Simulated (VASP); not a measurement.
# PbSe (I4/mmm) in VASP: a series of runs, part 2 of 3

VASP 6.6.1. The steps go on from the part before.

**3. Electric field gradients, PBE (equal xx and yy strain of -3 %)**

Input file INCAR:

```
SYSTEM = PbSe
PREC = Accurate
ENCUT = 520
EDIFF = 1E-8
ISMEAR = -1
SIGMA = 0.01
LREAL = .False.
LASPH = .True.
NELM = 100
ALGO = Normal
ISIF = 2
LWAVE = .False.
LCHARG = .False.
GGA = PE
LEFG = .True.
NBANDS = 17
```

Input file KPOINTS:

```
Automatic mesh
0
Gamma
  9 9 9
  0 0 0
```

Input file POSCAR:

```
PbSe
1.0
    0.0000000000      2.9702855000      3.0621500000
    2.9702855000      0.0000000000      3.0621500000
    2.9702855000      2.9702855000      0.0000000000
Pb Se
1 1
Direct
    0.0000000000      0.0000000000      0.0000000000
    0.5000000000      0.5000000000      0.5000000000
```

Potentials or basis: VASP PAW PBE potentials, release 64 (Pb_d, Se).

The run is started by

```sh
$ cat potpaw_PBE.64/Pb_d/POTCAR potpaw_PBE.64/Se/POTCAR > POTCAR
$ mpirun -np 1 vasp_std > vasp.out
```

OUTCAR:

```text
SYSTEM = PbSe
   PREC = Accurate
   ENCUT = 520
   EDIFF = 1E-8
   ISMEAR = -1
   LREAL = .False.
   LASPH = .True.
   NELM = 100
   ISIF = 2
   GGA = PE

 ion  position               nearest neighbor table
   1  0.000  0.000  0.000-   2 2.97   2 2.97   2 2.97   2 2.97   2 3.06   2 3.06
   2  0.500  0.500  0.500-   1 2.97   1 2.97   1 2.97   1 2.97   1 3.06   1 3.06

  LATTYP: Found a body centered tetragonal cell.
 ALAT       =     4.2006180382
 C/A-ratio  =     1.4579521262

  Lattice vectors:

 A1 = (  -2.9702855000,   0.0000000000,   3.0621500000)
 A2 = (   2.9702855000,   0.0000000000,   3.0621500000)
 A3 = (   0.0000000000,   2.9702855000,  -3.0621500000)

Analysis of symmetry for initial positions (statically):
=====================================================================
 Subroutine PRICEL returns:
 Original cell was already a primitive cell.

 Routine SETGRP: Setting up the symmetry group for a
 body centered tetragonal supercell.

 Subroutine GETGRP returns: Found 16 space group operations
 (whereof 16 operations were pure point group operations)
 out of a pool of 16 trial point group operations.

The static configuration has the point symmetry D_4h.

Analysis of symmetry for dynamics (positions and initial velocities):
=====================================================================
 Subroutine PRICEL returns:
 Original cell was already a primitive cell.

 Routine SETGRP: Setting up the symmetry group for a
 body centered tetragonal supercell.

 Subroutine GETGRP returns: Found 16 space group operations
 (whereof 16 operations were pure point group operations)
 out of a pool of 16 trial point group operations.

The dynamic configuration has the point symmetry D_4h.

 Subroutine INISYM returns: Found 16 space group operations
 (whereof 16 operations are pure point group operations),
 and found     1 'primitive' translations

----------------------------------------------------------------------------------------

                                     Primitive cell

  volume of cell :      54.0322

  direct lattice vectors                    reciprocal lattice vectors
     0.000000000  2.970285500  3.062150000    -0.168333987  0.168333987  0.163283967
     2.970285500  0.000000000  3.062150000     0.168333987 -0.168333987  0.163283967
     2.970285500  2.970285500  0.000000000     0.168333987  0.168333987 -0.163283967

  length of vectors
     4.266070625  4.266070625  4.200618038     0.288676837  0.288676837  0.288676837

  position of ions in fractional coordinates (direct lattice)
     0.000000000  0.000000000  0.000000000
     0.500000000  0.500000000  0.500000000

  ion indices of the primitive-cell ions
   primitive index   ion index
                 1           1
                 2           2

----------------------------------------------------------------------------------------

 KPOINTS: Automatic mesh

Automatic generation of k-mesh.
 Grid dimensions read from file:
[... 65 lines left out ...]
   EDIFF  = 0.1E-07   stopping-criterion for ELM
   LREAL  =      F    real-space projection
   EDIFFG = 0.1E-06   stopping-criterion for IOM
   NSW    =      0    number of steps for IOM
   IBRION =     -1    ionic relax: 0-MD 1-quasi-New 2-CG
   NFREE  =      0    steps in history (QN), initial steepest desc. (CG)
   ISIF   =      2    stress and relaxation
   ISYM   =      2    0-nonsym 1-usesym 2-fastsym
   POTIM  = 0.5000    time-step for ionic-motion
   TEBEG  =    0.0;   TEEND  =   0.0 temperature during run
   PSTRESS=    0.0 pullay stress
   NELECT =      20.0000    total number of electrons
   NUPDOWN=      -1.0000    fix difference up-down
   EMIN   =  10.00;   EMAX   =-10.00  energy-range for DOS
   EFERMI =   0.00;   METHOD = LEGACY
   ISMEAR =    -1;   SIGMA  =   0.01  broadening in eV -4-tet -1-fermi 0-gaus
   EFERMI_NEDOS =   21; number of points for ismear=-14 and -15
   IALGO  =     38    algorithm
   IMIX   =      4    mixing-type and parameters
     AMIX     =   0.40;   BMIX     =  1.00
     AMIX_MAG =   1.60;   BMIX_MAG =  1.00
  volume/ion in A,a.u.               =      27.02       182.31
  Fermi-wavevector in a.u.,A,eV,Ry     =   1.175440  2.221260 18.798622  1.381660
  Thomas-Fermi vector in A             =   2.311821
   LORBIT       =      0    0 simple, 1 ext, 2 COOP (PROOUT), +10 PAW based schemes
   GGA     = PE    functional components
   LHFCALC =     F    Hartree Fock is set to
   AEXX    =    0.0000 exact exchange contribution
   IVDW    =     0    specifies the selected vdW correction
   LEPSILON=     F    determine dielectric tensor
   LRPA    =     F    only Hartree local field effects (RPA)
 non-spin polarized calculation
  energy-cutoff  :      520.00
  volume of cell :       54.03
 maximum number of plane-waves:      1472
   NGX = 15   NGY = 15   NGZ = 15

 number of electron      20.0000004 magnetization

 Free energy of the ion-electron system (eV)
  ---------------------------------------------------
  ext. energy  EPLUGINS =         0.00000000
  ---------------------------------------------------
  free energy    TOTEN  =        -8.07330980 eV

  energy without entropy =       -8.07330980  energy(sigma->0) =       -8.07330980

 E-fermi :   5.9353     XC(G=0):  -9.8070

 val. band max:        5.6473380215   @ k =   0.4444  -0.0000   0.0000
 cond. band min:       6.2632527557   @ k =   0.4444  -0.0000   0.0000
 fundamental gap:      0.6159147343
 Fermi energy:         5.9353158094

 k-point     1 :       0.0000    0.0000    0.0000
  band No.  band energies     occupation
      1     -11.1282      2.00000
      2     -11.1201      2.00000
      3     -11.1201      2.00000
      4     -11.1150      2.00000
      5     -11.1100      2.00000
      6      -8.2958      2.00000
[... 457 lines left out ...]
      4     -11.0688      2.00000
      5     -11.0688      2.00000
      6      -6.7928      2.00000
[... 9 lines left out ...]
     16      17.8989      0.00000
     17      18.4449      0.00000

 [... further k-points ...]
[... 5 lines left out ...]
  --------------------------------------------------------------------------------------
  -------------------------------------------------------------------------------------
  Total        2.7001852      2.7001852      1.0708212      0.0000000      0.0000000     -0.0000000
  in kB       80.0665810     80.0665810     31.7522642      0.0000000      0.0000000     -0.0000000
  external PRESSURE =      63.9618087 kB  Pullay stress =       0.0000000 kB

 VOLUME and BASIS-vectors are now :
 -----------------------------------------------------------------------------
  energy-cutoff  :      520.00
  volume of cell :       54.03
      direct lattice vectors                 reciprocal lattice vectors
     0.000000000  2.970285500  3.062150000    -0.168333987  0.168333987  0.163283967
     2.970285500  0.000000000  3.062150000     0.168333987 -0.168333987  0.163283967
     2.970285500  2.970285500  0.000000000     0.168333987  0.168333987 -0.163283967

 POSITION                                       TOTAL-FORCE (eV/Angst)
 -----------------------------------------------------------------------------------
      0.00000      0.00000      0.00000        -0.000000     -0.000000      0.000000
      2.97029      2.97029      3.06215         0.000000      0.000000     -0.000000
 -----------------------------------------------------------------------------------
    total drift:                                0.000000     -0.000000     -0.000000

  FREE ENERGIE OF THE ION-ELECTRON SYSTEM (eV)
  ---------------------------------------------------
  free  energy   TOTEN  =        -8.0733097961 eV

  energy  without entropy=       -8.0733097961  energy(sigma->0) =       -8.07330980

 Electric field gradients (V/A^2)
---------------------------------------------------------------------
 ion       V_xx      V_yy      V_zz      V_xy      V_xz      V_yz
---------------------------------------------------------------------
   1     -48.796   -48.796    97.592    -0.002    -0.001    -0.001
   2      -4.290    -4.290     8.580    -0.000    -0.000    -0.000
---------------------------------------------------------------------

 Electric field gradients after diagonalization (V/A^2)
 (convention: |V_zz| > |V_xx| > |V_yy|)
----------------------------------------------------------------------
 ion       V_xx      V_yy      V_zz     asymmetry (V_yy - V_xx)/ V_zz
----------------------------------------------------------------------
   1     -48.798   -48.795    97.592       0.000
   2      -4.290    -4.290     8.580       0.000
----------------------------------------------------------------------

           NMR quadrupolar parameters

 Cq : quadrupolar parameter    Cq=e*Q*V_zz/h
 eta: asymmetry parameters     (V_yy - V_xx)/ V_zz
 Q  : nuclear electric quadrupole moment in mb (millibarn)
----------------------------------------------------------------------
 ion       Cq(MHz)       eta       Q (mb)
----------------------------------------------------------------------
   1       0.236       0.000       1.000
   2       0.021       0.000       1.000
----------------------------------------------------------------------
```

OSZICAR:

```text
N       E                     dE             d eps       ncg     rms          rms(c)
DAV:   1     0.155559074507E+03    0.15556E+03   -0.95908E+03  2550   0.122E+03
DAV:   2     0.282310579382E+01   -0.15274E+03   -0.14750E+03  2700   0.310E+02
DAV:   3    -0.807947257299E+01   -0.10903E+02   -0.10835E+02  3292   0.881E+01
DAV:   4    -0.831939177977E+01   -0.23992E+00   -0.23967E+00  3118   0.144E+01
DAV:   5    -0.832725357321E+01   -0.78618E-02   -0.78613E-02  3686   0.256E+00    0.294E+00
DAV:   6    -0.807665721910E+01    0.25060E+00   -0.58706E-01  4060   0.567E+00    0.174E+00
DAV:   7    -0.807062978457E+01    0.60274E-02   -0.11450E-01  3215   0.171E+00    0.891E-01
DAV:   8    -0.807350723760E+01   -0.28775E-02   -0.11378E-02  3252   0.121E+00    0.111E-01
DAV:   9    -0.807326945049E+01    0.23779E-03   -0.20306E-03  4009   0.484E-01    0.475E-02
DAV:  10    -0.807330367948E+01   -0.34229E-04   -0.18106E-04  3069   0.828E-02    0.183E-02
DAV:  11    -0.807330996025E+01   -0.62808E-05   -0.62578E-05  3527   0.803E-02    0.107E-02
DAV:  12    -0.807330974471E+01    0.21554E-06   -0.35737E-06  3132   0.126E-02    0.311E-03
DAV:  13    -0.807330975728E+01   -0.12568E-07   -0.16579E-07  3468   0.373E-03    0.994E-04
DAV:  14    -0.807330980387E+01   -0.46592E-07   -0.16218E-07  2959   0.332E-03    0.369E-04
DAV:  15    -0.807330979265E+01    0.11222E-07   -0.11703E-08  2547   0.922E-04    0.214E-04
DAV:  16    -0.807330979612E+01   -0.34695E-08   -0.15400E-09  1658   0.250E-04
   1 F= -.80733098E+01 E0= -.80733098E+01  d E =-.207844E-14
```

stdout:

```text
POSCAR found type information on POSCAR PbSe
 POSCAR found :  2 types and       2 ions
 scaLAPACK will be used
 LDA part: xc-table for (Slater+PW92), standard interpolation
 POSCAR, INCAR and KPOINTS ok, starting setup
 FFT: planning ... GRIDC
 FFT: planning ... GRID_SOFT
 FFT: planning ... GRID
 WAVECAR not read
 entering main loop
ion   1

ion   2
```

Run time: 2 min. Hardware: 1 thread of AMD EPYC 7R13, shared host; peak memory 0.19 GiB.

Results:

```yaml
Free_energy: -8.0733 eV
Pressure: 6.4 GPa
Band_gap_on_the_k_mesh: 0.62 eV
Largest_electric_field_gradient_by_atom: Pb +97.6; Se +8.6 V/Å²
```

Levels at points of the mesh, in eV from the valence-band top:
```
           k point  band 8  band 9  band 10  band 11  band 12  band 13
(0.00, 0.00, 0.00)   -2.07   -2.07    -1.80     4.55     5.28     5.28
```

Electric field gradients, principal values (V/Å²):
```tsv
atom	least	middle	greatest (by size)
1 Pb	-48.795	-48.798	97.592
2 Se	-4.290	-4.290	8.580
```

Caveat: the cell differs from its parent crystal (equal xx and yy strain of -3 %); the cell stands under pressure; without QUAD_EFG the Cq values of the log hold for a quadrupole moment of 1 mb, not for the nuclei; spin-orbit coupling is left out, which moves the levels of the heavy elements.

**4. Electric field gradients, PBE (equal xx and yy strain of +2 %)**

Input file INCAR:

```
SYSTEM = PbSe
ALGO = Normal ; EDIFF = 1E-8
ENCUT = 520 ; GGA = PE
ISIF = 2 ; ISMEAR = -1
LASPH = .True. ; LCHARG = .False.
LEFG = .True. ; LREAL = .False.
LWAVE = .False. ; NBANDS = 17
NELM = 100 ; PREC = Accurate
SIGMA = 0.01
```

Input file KPOINTS:

```
k-points
0
Gamma
  9 9 9
  0 0 0
```

Input file POSCAR:

```
PbSe
1.0
    0.0000000000      3.1233930000      3.0621500000
    3.1233930000      0.0000000000      3.0621500000
    3.1233930000      3.1233930000      0.0000000000
Pb Se
1 1
Direct
    0.0000000000      0.0000000000      0.0000000000
    0.5000000000      0.5000000000      0.5000000000
```

Potentials or basis: VASP PAW PBE potentials, release 64 (Pb_d, Se).

The run is started by

```sh
$ cat potpaw_PBE.64/Pb_d/POTCAR potpaw_PBE.64/Se/POTCAR > POTCAR
$ mpirun -np 1 vasp_std > vasp.out
```

OUTCAR:

```text
SYSTEM = PbSe
   EDIFF = 1E-8
   ENCUT = 520
   GGA = PE
   ISIF = 2
   ISMEAR = -1
   LASPH = .True.
   LREAL = .False.
   NELM = 100
   PREC = Accurate

 ion  position               nearest neighbor table
   1  0.000  0.000  0.000-   2 3.06   2 3.06   2 3.12   2 3.12   2 3.12   2 3.12
   2  0.500  0.500  0.500-   1 3.06   1 3.06   1 3.12   1 3.12   1 3.12   1 3.12

  LATTYP: Found a body centered tetragonal cell.
 ALAT       =     4.4171447412
 C/A-ratio  =     1.3864838847

  Lattice vectors:

 A1 = (   0.0000000000,  -3.1233930000,  -3.0621500000)
 A2 = (   0.0000000000,   3.1233930000,  -3.0621500000)
 A3 = (   3.1233930000,   0.0000000000,   3.0621500000)

Analysis of symmetry for initial positions (statically):
=====================================================================
 Subroutine PRICEL returns:
 Original cell was already a primitive cell.

 Routine SETGRP: Setting up the symmetry group for a
 body centered tetragonal supercell.

 Subroutine GETGRP returns: Found 16 space group operations
 (whereof 16 operations were pure point group operations)
 out of a pool of 16 trial point group operations.

The static configuration has the point symmetry D_4h.

Analysis of symmetry for dynamics (positions and initial velocities):
=====================================================================
 Subroutine PRICEL returns:
 Original cell was already a primitive cell.

 Routine SETGRP: Setting up the symmetry group for a
 body centered tetragonal supercell.

 Subroutine GETGRP returns: Found 16 space group operations
 (whereof 16 operations were pure point group operations)
 out of a pool of 16 trial point group operations.
[... 152 lines left out ...]
 cond. band min:       5.1465441149   @ k =   0.4444   0.0000   0.0000
 fundamental gap:      0.7431614946
 Fermi energy:         4.6562223303

 k-point     1 :       0.0000    0.0000    0.0000
  band No.  band energies     occupation
      1     -12.2091      2.00000
      2     -12.2050      2.00000
      3     -12.2025      2.00000
      4     -12.2025      2.00000
      5     -12.1934      2.00000
      6      -8.6857      2.00000
[... 457 lines left out ...]
      4     -12.1643      2.00000
      5     -12.1643      2.00000
      6      -7.3978      2.00000
[... 9 lines left out ...]
     16      15.7114      0.00000
     17      17.0732      0.00000

 [... further k-points ...]
[... 5 lines left out ...]
  --------------------------------------------------------------------------------------
  -------------------------------------------------------------------------------------
  Total       -0.1579586     -0.1579586      0.6572542      0.0000000      0.0000000      0.0000000
  in kB       -4.2358841     -4.2358841     17.6252070      0.0000000      0.0000000      0.0000000
  external PRESSURE =       3.0511462 kB  Pullay stress =       0.0000000 kB

 VOLUME and BASIS-vectors are now :
 -----------------------------------------------------------------------------
  energy-cutoff  :      520.00
  volume of cell :       59.75
      direct lattice vectors                 reciprocal lattice vectors
     0.000000000  3.123393000  3.062150000    -0.160082321  0.160082321  0.163283967
     3.123393000  0.000000000  3.062150000     0.160082321 -0.160082321  0.163283967
     3.123393000  3.123393000  0.000000000     0.160082321  0.160082321 -0.163283967

 POSITION                                       TOTAL-FORCE (eV/Angst)
 -----------------------------------------------------------------------------------
      0.00000      0.00000      0.00000         0.000000      0.000000     -0.000000
      3.12339      3.12339      3.06215         0.000000     -0.000000      0.000000
 -----------------------------------------------------------------------------------
    total drift:                               -0.000000      0.000000      0.000000

  FREE ENERGIE OF THE ION-ELECTRON SYSTEM (eV)
  ---------------------------------------------------
  free  energy   TOTEN  =        -8.1929489284 eV

  energy  without entropy=       -8.1929489284  energy(sigma->0) =       -8.19294893

 Electric field gradients (V/A^2)
---------------------------------------------------------------------
 ion       V_xx      V_yy      V_zz      V_xy      V_xz      V_yz
---------------------------------------------------------------------
   1      29.627    29.627   -59.254     0.000     0.000     0.000
   2       2.090     2.090    -4.179     0.000     0.000     0.000
---------------------------------------------------------------------

 Electric field gradients after diagonalization (V/A^2)
 (convention: |V_zz| > |V_xx| > |V_yy|)
----------------------------------------------------------------------
 ion       V_xx      V_yy      V_zz     asymmetry (V_yy - V_xx)/ V_zz
----------------------------------------------------------------------
   1      29.627    29.627   -59.254       0.000
   2       2.090     2.089    -4.179       0.000
----------------------------------------------------------------------

           NMR quadrupolar parameters

 Cq : quadrupolar parameter    Cq=e*Q*V_zz/h
 eta: asymmetry parameters     (V_yy - V_xx)/ V_zz
 Q  : nuclear electric quadrupole moment in mb (millibarn)
----------------------------------------------------------------------
 ion       Cq(MHz)       eta       Q (mb)
----------------------------------------------------------------------
   1      -0.143       0.000       1.000
   2      -0.010       0.000       1.000
----------------------------------------------------------------------
```

Run time: 3.3 min. Hardware: 1 thread of AMD EPYC 7R13, shared host; peak memory 0.22 GiB.

Results:

| Property | Result |
| --- | --- |
| Free energy | -8.1929 eV |
| Pressure | 0.3 GPa |
| Band gap on the k mesh | 0.74 eV |
| Largest electric field gradient by atom | Pb -59.3; Se -4.2 V/Å² |

Levels at points of the mesh, in eV from the valence-band top:
| k point | band 6 | band 7 | band 8 | band 9 | band 10 | band 11 | band 12 | band 13 | band 14 | band 15 |
| --- | --- | --- | --- | --- | --- | --- | --- | --- | --- | --- |
| (0.00, 0.00, 0.00) | -13.09 | -6.20 | -1.65 | -1.47 | -1.47 | 4.64 | 4.64 | 5.09 | 6.73 | 6.73 |

Electric field gradients, principal values (V/Å²):
| atom | least | middle | greatest (by size) |
| --- | --- | --- | --- |
| 1 Pb | 29.627 | 29.627 | -59.254 |
| 2 Se | 2.089 | 2.090 | -4.179 |

Caveat: the cell differs from its parent crystal (equal xx and yy strain of +2 %); without QUAD_EFG the Cq values of the log hold for a quadrupole moment of 1 mb, not for the nuclei; spin-orbit coupling is left out, which moves the levels of the heavy elements. A k mesh can miss the band edges.

(Part 2 of 3 ends here.)
